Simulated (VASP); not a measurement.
Input of a VASP 6.6.1 run:

INCAR

```
PREC = Accurate
ENCUT = 520
EDIFF = 1E-7
ISMEAR = -1
SIGMA = 0.08
LREAL = False
LASPH = True
NELM = 100
ALGO = Normal
ISIF = 2
LWAVE = False
LCHARG = False
GGA = PS
NBANDS = 16
```

File KPOINTS:

```
regular mesh
0
Gamma
  11 11 11
```

File POSCAR:

```
CdSe
1.0
    0.0000000000      2.8229767681      2.8229767681
    2.8229767681      0.0000000000      2.8229767681
    2.8229767681      2.8229767681      0.0000000000
Cd Se
1 1
Direct
    0.0000000000      0.0000000000      0.0000000000
    0.2500000000      0.2500000000      0.2500000000
```

Potentials or basis: VASP PAW PBE potentials, release 64 (Cd, Se).

The run is started by

```sh
$ cat potpaw_PBE.64/Cd/POTCAR potpaw_PBE.64/Se/POTCAR > POTCAR
$ mpirun -np 1 vasp_std > vasp.out
```

(1) Predict the band gap on the k mesh.

(2) Predict the pressure.

## Answers

(1) 0.90 eV, direct.

(2) 20.5 GPa.

Caveat: the PAW data sets were made with another functional, which shifts forces and pressure a little.
